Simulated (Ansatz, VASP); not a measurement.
# Be2Tl: VASP beside Ansatz

INCAR

```
SYSTEM = Be2Tl
ALGO = Fast
EDIFF = 1E-6
ENCUT = 520
GGA = PE
ISIF = 2
ISMEAR = 0
LASPH = .True.
LCHARG = .True.
LELF = .True.
LREAL = .False.
LVHAR = .True.
LWAVE = .False.
NBANDS = 26
NELM = 60
PREC = Accurate
SIGMA = 0.1
```

The input KPOINTS:

```
k-points
0
Gamma
  6 6 6
  0 0 0
```

The input POSCAR:

```
Be2Tl
1.0
   -2.9981133850      2.9981133850      2.4956330510
    2.9981133850     -2.9981133850      2.4956330510
    2.9981133850      2.9981133850     -2.4956330510
Be Tl
4 2
Direct
    0.6670000000      0.1670000000      0.8340000000
    0.1670000000      0.3330000000      0.5000000000
    0.3330000000      0.8330000000      0.1660000000
    0.8330000000      0.6670000000      0.5000000000
    0.2500000000      0.2500000000      0.0000000000
    0.7500000000      0.7500000000      0.0000000000
```

Input for Ansatz:

```yaml
crystal:
  lattice:
    - [-2.998113385, 2.998113385, 2.495633051]
    - [2.998113385, -2.998113385, 2.495633051]
    - [2.998113385, 2.998113385, -2.495633051]
  atoms:
    - { symbol: Be, position: [0.667, 0.167, 0.834] }
    - { symbol: Be, position: [0.167, 0.333, 0.5] }
    - { symbol: Be, position: [0.333, 0.833, 0.166] }
    - { symbol: Be, position: [0.833, 0.667, 0.5] }
    - { symbol: Tl, position: [0.25, 0.25, 0.0] }
    - { symbol: Tl, position: [0.75, 0.75, 0.0] }
basis:
  ecutwfc: 420
kpoints:
  mp_grid: { grid: [6, 6, 6] }
hamiltonian:
  xc: pbe
scf:
  occupations: { method: gaussian, width: 0.1 }
  lower_state_search: "off"
output:
  forces: true
  stress: true
  eigenvalues: true
```

Alike in both runs: task single point; functional PBE; k mesh 6 × 6 × 6; occupations gaussian, width 0.1 eV; no spin polarisation.

```csv
,VASP,Ansatz
version,VASP 6.6.1,Ansatz 0.2.0
potentials or method,"VASP PAW PBE potentials, release 64 (Be, Tl_d), cutoff 520 eV","scalar-relativistic, plane waves, PAW"
valence electrons in the cell,34,34
```

```tsv
	VASP	Ansatz	Ansatz less VASP
gap on the k mesh at the Fermi level (eV)	none	none	-
pressure (GPa)	16.2	16.2	+0.01
traceless stress, the component that is largest in VASP (GPa)	21.81	21.74	-0.063
rms of the force components (eV/Å)	0.444	0.444	-0.0003
```

Atom by atom the forces differ by 0.000 eV/Å (rms over components). A gap of «none» marks a metal or a gap that the smearing closes.

Neither program's run includes spin-orbit coupling.
